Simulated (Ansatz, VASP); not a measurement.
Two plane-wave programs on Ga

```
Ga
1.0
    -1.38440    1.38440    2.31122
     1.38440   -1.38440    2.31122
     1.38440    1.38440   -2.31122
Ga
1
Direct
  0.00000 0.00000 0.00000
```

Alike in both runs: task relaxation of cell and atoms; functional PBEsol; dispersion D4; k mesh 13 × 13 × 13; occupations fermi-dirac, width 0.05 eV; no spin polarisation.

|  | VASP | Ansatz |
| --- | --- | --- |
| version | VASP 6.6.1 | Ansatz 0.2.0 |
| potentials or method | VASP PAW PBE potentials, release 64 (Ga_d) | Ansatz PAW |
| plane-wave cutoff (eV) | 600 | 420 |
| valence electrons in the cell | 13 | 13 |

```csv
,VASP,Ansatz,Ansatz less VASP
"gap on the k mesh at the Fermi level, each at its own relaxed structure (eV)",none,none,-
relaxed volume (Å³/atom),16.89,16.89,-0.003
relaxed cell length with the largest relative difference (Å),2.961,2.961,+0.0005
```

VASP's potentials were made for PBE, not for PBEsol. A gap of «none» marks a metal or a gap that the smearing closes.

Noted on Ansatz's run: the plane-wave basis is chosen anew once the cell has moved, so the energies of steps on either side of that aren't comparable.
